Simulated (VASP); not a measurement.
# Pt (Fm-3m) in VASP: notebook

The runs below take Pt through single point, relaxation of cell and atoms, with PBEsol.

Program: VASP 6.6.1. These are calculated values, not measurements. Logs are shortened: lines on timing, memory, paths and dates and some standing lists are left out, and cuts for length are marked.

## Step 1: The cell of the first run

The structure is cubic, space group Fm-3m (No. 225). Conventional cell: a = 3.494 Å, b = 3.494 Å, c = 3.494 Å, α = 90.00°, β = 90.00°, γ = 90.00°. Pt (site symmetry m-3m) has 12 Pt at 2.47 Å within 3.3 Å.

## Step 2: Single point, PBEsol

Input file INCAR:

```
SYSTEM = Pt
  ALGO = Fast
  EDIFF = 1E-6
  ENCUT = 520
  GGA = PS
  ISIF = 2
  ISMEAR = -1
  LASPH = .TRUE.
  LCHARG = .FALSE.
  LREAL = .FALSE.
  LWAVE = .FALSE.
  NBANDS = 11
  NELM = 60
  PREC = Accurate
  SIGMA = 0.1
```

Input file KPOINTS:

```
k-points
0
G
  20 20 20
  0 0 0
```

Input file POSCAR:

```
Pt
1.0
    0.0000000000      1.7471900461      1.7471900461
    1.7471900461      0.0000000000      1.7471900461
    1.7471900461      1.7471900461      0.0000000000
Pt
1
Direct
    0.0000000000      0.0000000000      0.0000000000
```

Potentials or basis: VASP PAW PBE potentials, release 64 (Pt).

On the command line:

```console
cat potpaw_PBE.64/Pt/POTCAR > POTCAR
mpirun -np 1 vasp_std > vasp.out
```

OUTCAR:

```text
SYSTEM = Pt
   EDIFF = 1E-6
   ENCUT = 520
   GGA = PS
   ISIF = 2
   ISMEAR = -1
   LASPH = .TRUE.
   LREAL = .FALSE.
   NELM = 60
   PREC = Accurate

 ion  position               nearest neighbor table
   1  0.000  0.000  0.000-

  LATTYP: Found a face centered cubic cell.
 ALAT       =     3.4943800922

  Lattice vectors:

 A1 = (   0.0000000000,   1.7471900461,   1.7471900461)
 A2 = (   1.7471900461,   0.0000000000,   1.7471900461)
 A3 = (   1.7471900461,   1.7471900461,   0.0000000000)

Analysis of symmetry for initial positions (statically):
=====================================================================
 Subroutine PRICEL returns:
 Original cell was already a primitive cell.

 Routine SETGRP: Setting up the symmetry group for a
 face centered cubic supercell.

 Subroutine GETGRP returns: Found 48 space group operations
 (whereof 48 operations were pure point group operations)
 out of a pool of 48 trial point group operations.

The static configuration has the point symmetry O_h .

Analysis of symmetry for dynamics (positions and initial velocities):
=====================================================================
 Subroutine PRICEL returns:
 Original cell was already a primitive cell.

 Routine SETGRP: Setting up the symmetry group for a
 face centered cubic supercell.

 Subroutine GETGRP returns: Found 48 space group operations
 (whereof 48 operations were pure point group operations)
 out of a pool of 48 trial point group operations.

The dynamic configuration has the point symmetry O_h .

 Subroutine INISYM returns: Found 48 space group operations
 (whereof 48 operations are pure point group operations),
 and found     1 'primitive' translations

----------------------------------------------------------------------------------------

                                     Primitive cell

  volume of cell :      10.6672

  direct lattice vectors                    reciprocal lattice vectors
     0.000000000  1.747190046  1.747190046    -0.286173792  0.286173792  0.286173792
     1.747190046  0.000000000  1.747190046     0.286173792 -0.286173792  0.286173792
     1.747190046  1.747190046  0.000000000     0.286173792  0.286173792 -0.286173792

  length of vectors
     2.470899859  2.470899859  2.470899859     0.495667547  0.495667547  0.495667547

  position of ions in fractional coordinates (direct lattice)
[... 81 lines left out ...]
   IBRION =     -1    ionic relax: 0-MD 1-quasi-New 2-CG
   NFREE  =      0    steps in history (QN), initial steepest desc. (CG)
   ISIF   =      2    stress and relaxation
   ISYM   =      2    0-nonsym 1-usesym 2-fastsym
   POTIM  = 0.5000    time-step for ionic-motion
   TEBEG  =    0.0;   TEEND  =   0.0 temperature during run
   PSTRESS=    0.0 pullay stress
   NELECT =      10.0000    total number of electrons
   NUPDOWN=      -1.0000    fix difference up-down
   EMIN   =  10.00;   EMAX   =-10.00  energy-range for DOS
   EFERMI =   0.00;   METHOD = LEGACY
   ISMEAR =    -1;   SIGMA  =   0.10  broadening in eV -4-tet -1-fermi 0-gaus
   EFERMI_NEDOS =   21; number of points for ismear=-14 and -15
   IALGO  =     68    algorithm
   IMIX   =      4    mixing-type and parameters
     AMIX     =   0.40;   BMIX     =  1.00
     AMIX_MAG =   1.60;   BMIX_MAG =  1.00
  volume/ion in A,a.u.               =      10.67        71.99
  Fermi-wavevector in a.u.,A,eV,Ry     =   1.602229  3.027774 34.928045  2.567139
  Thomas-Fermi vector in A             =   2.699083
   LORBIT       =      0    0 simple, 1 ext, 2 COOP (PROOUT), +10 PAW based schemes
   GGA     = PS    functional components
   LHFCALC =     F    Hartree Fock is set to
   AEXX    =    0.0000 exact exchange contribution
   IVDW    =     0    specifies the selected vdW correction
   LEPSILON=     F    determine dielectric tensor
   LRPA    =     F    only Hartree local field effects (RPA)
 non-spin polarized calculation
 RMM-DIIS sequential band-by-band and
  energy-cutoff  :      520.00
  volume of cell :       10.67
 maximum number of plane-waves:       302
   NGX =  9   NGY =  9   NGZ =  9

 number of electron      10.0000000 magnetization

 Free energy of the ion-electron system (eV)
  ---------------------------------------------------
  ext. energy  EPLUGINS =         0.00000000
  ---------------------------------------------------
  free energy    TOTEN  =        -4.64987487 eV

  energy without entropy =       -4.61877489  energy(sigma->0) =       -4.63432488

 E-fermi :  19.2307     XC(G=0): -15.7449

 val. band max:       19.2260752882   @ k =  -0.4500   0.2500   0.0000
 cond. band min:      19.2362935226   @ k =  -0.4000   0.3500   0.1000
 fundamental gap:      0.0102182344
 Fermi energy:        19.2306752257

 k-point     1 :       0.0000    0.0000    0.0000
  band No.  band energies     occupation
      1       4.3862      2.00000
      2      12.5775      2.00000
      3      12.5775      2.00000
      4      12.5775      2.00000
      5      16.3771      2.00000
      6      16.3771      2.00000
      7      31.9205      0.00000
      8      39.0212      0.00000
      9      39.0212      0.00000
     10      39.0212      0.00000
     11      45.7076      0.00000
[... 309 lines left out ...]
 k-point    24 :      -0.3500    0.0500    0.0000
  band No.  band energies     occupation
      1       7.5580      2.00000
      2      12.6285      2.00000
      3      12.7759      2.00000
      4      14.2669      2.00000
      5      17.7579      2.00000
      6      18.9389      1.89745
      7      30.4670      0.00000
      8      34.3744      0.00000
      9      41.7526      0.00000
     10      43.4869      0.00000
     11      47.7190      0.00000

 [... further k-points ...]

------------------------ aborting loop because EDIFF is reached ----------------------------------------

  FORCE on cell =-STRESS in cart. coord.  units (eV):
  Direction    XX          YY          ZZ          XY          YZ          ZX
  --------------------------------------------------------------------------------------
  -------------------------------------------------------------------------------------
  Total       16.2003965     16.2003965     16.2003965     -0.0000000      0.0000000      0.0000000
  in kB     2433.2447265   2433.2447265   2433.2447265     -0.0000000      0.0000000      0.0000000
  external PRESSURE =    2433.2447265 kB  Pullay stress =       0.0000000 kB

 VOLUME and BASIS-vectors are now :
 -----------------------------------------------------------------------------
  energy-cutoff  :      520.00
  volume of cell :       10.67
      direct lattice vectors                 reciprocal lattice vectors
     0.000000000  1.747190046  1.747190046    -0.286173792  0.286173792  0.286173792
     1.747190046  0.000000000  1.747190046     0.286173792 -0.286173792  0.286173792
     1.747190046  1.747190046  0.000000000     0.286173792  0.286173792 -0.286173792

 POSITION                                       TOTAL-FORCE (eV/Angst)
 -----------------------------------------------------------------------------------
      0.00000      0.00000      0.00000         0.000000      0.000000      0.000000
 -----------------------------------------------------------------------------------
    total drift:                               -0.000000      0.000000     -0.000000

  FREE ENERGIE OF THE ION-ELECTRON SYSTEM (eV)
  ---------------------------------------------------
  free  energy   TOTEN  =        -4.6498748665 eV

  energy  without entropy=       -4.6187748856  energy(sigma->0) =       -4.63432488
```

OSZICAR:

```text
N       E                     dE             d eps       ncg     rms          rms(c)
DAV:   1     0.453428653455E+02    0.45343E+02   -0.56556E+03  5704   0.885E+02
DAV:   2    -0.443200525226E+01   -0.49775E+02   -0.48247E+02  6552   0.199E+02
DAV:   3    -0.504088020289E+01   -0.60887E+00   -0.60695E+00  6830   0.205E+01
DAV:   4    -0.504266279228E+01   -0.17826E-02   -0.17825E-02  6874   0.128E+00
DAV:   5    -0.504267176921E+01   -0.89769E-05   -0.89772E-05  7082   0.793E-02    0.363E+01
RMM:   6    -0.476600699695E+01    0.27666E+00   -0.87455E-02  5858   0.271E+00    0.205E+01
RMM:   7    -0.465346585756E+01    0.11254E+00   -0.69215E-02  6181   0.249E+00    0.163E+00
RMM:   8    -0.464987099848E+01    0.35949E-02   -0.11381E-02  6241   0.104E+00    0.256E-01
RMM:   9    -0.464985965232E+01    0.11346E-04   -0.65824E-04  6944   0.198E-01    0.836E-02
RMM:  10    -0.464986771120E+01   -0.80589E-05   -0.93588E-05  7069   0.731E-02    0.105E-01
RMM:  11    -0.464987748288E+01   -0.97717E-05   -0.20215E-05  6762   0.389E-02    0.738E-02
RMM:  12    -0.464987552634E+01    0.19565E-05   -0.26722E-06  6126   0.137E-02    0.402E-02
RMM:  13    -0.464987486655E+01    0.65979E-06   -0.40027E-07  4594   0.451E-03
   1 F= -.46498749E+01 E0= -.46343249E+01  d E =-.311000E-01
```

Wall time 50 s (1 thread of Intel Xeon 8259CL, shared host); peak memory 0.15 GiB.

What came out:

- Free energy: -4.6499 eV
- Pressure: 243.3 GPa
- Band gap on the k mesh: zero (bands 5 and 6 overlap by 4.12 eV)

Caveat: the cell stands under pressure; the PAW data sets were made with another functional, which shifts forces and pressure a little; spin-orbit coupling is left out, which moves the levels of the heavy elements.

## Step 3: Relaxation of cell and atoms, PBEsol, target pressure 241 GPa, at which the enthalpy is minimised

Input file INCAR:

```
SYSTEM = Pt
  PREC = Accurate
  ENCUT = 600
  EDIFF = 1E-7
  ISMEAR = -1
  SIGMA = 0.1
  LREAL = .FALSE.
  LASPH = .TRUE.
  NELM = 60
  ALGO = Fast
  ISIF = 3
  LWAVE = .FALSE.
  LCHARG = .FALSE.
  GGA = PS
  IBRION = 2
  NSW = 80
  EDIFFG = -0.002
  PSTRESS = 2410.0
```

Input file KPOINTS:

```
Automatic mesh
0
G
  20 20 20
  0 0 0
```

Input file POSCAR:

```
Pt
1.0
    0.0000000000      1.7469029060      1.7469029060
    1.7469029060      0.0000000000      1.7469029060
    1.7469029060      1.7469029060      0.0000000000
Pt
1
Direct
    0.0000000000      0.0000000000      0.0000000000
```

Potentials or basis: VASP PAW PBE potentials, release 64 (Pt).

On the command line:

```console
cat potpaw_PBE.64/Pt/POTCAR > POTCAR
mpirun -np 1 vasp_std > vasp.out
```

Wall time 2.1 min (1 thread of Intel Xeon 8259CL, shared host); peak memory 0.16 GiB.

The run converged. Its results:

```yaml
Free_energy: -4.6823 eV
Relaxed_volume: 10.69 Å³/atom
Relaxed_cell: a = 2.473 Å, b = 2.473 Å, c = 2.473 Å, α = 60.00°, β = 60.00°, γ = 60.00°
Space_group_after_relaxing_to_0.1_Å: Fm-3m (No. 225)
Energy_change_on_relaxing_the_run_minimises_the_enthalpy: -40.8 meV/atom
Ionic_steps: 3
Pressure_after_relaxing: 241.0 GPa
Band_gap_on_the_k_mesh: zero (bands 5 and 6 overlap by 4.10 eV)
```

Step by step:
```csv
step,energy change (eV),largest force (eV/Å),pressure (GPa),volume (Å³)
1,0.0000,0.0000,244.29,10.66
2,-0.4776,0.0000,204.71,11.00
3,-0.0408,0.0000,241.03,10.69
```

Final structure:
```
Pt
1.0
     0.00000    1.74837    1.74837
     1.74837    0.00000    1.74837
     1.74837    1.74837    0.00000
Pt
1
Direct
  0.00000 0.00000 0.00000
```

Levels at points of the mesh, in eV from the Fermi level:
```tsv
k point	band 2	band 3	band 4	band 5	band 6	band 7	band 8	band 9
(0.00, 0.00, 0.00)	-6.63	-6.63	-6.63	-2.84	-2.84	12.71	19.80	19.80
(0.50, 0.00, 0.00)	-6.81	-6.81	-1.98	0.13	0.13	9.15	12.45	20.81
(0.50, 0.50, 0.00)	-11.36	0.11	0.98	0.98	1.20	12.28	12.28	13.49
```

Caveat: the cell is relaxed towards a set pressure, so the run minimises the enthalpy, not the energy; the PAW data sets were made with another functional, which shifts forces and pressure a little; spin-orbit coupling is left out, which moves the levels of the heavy elements.
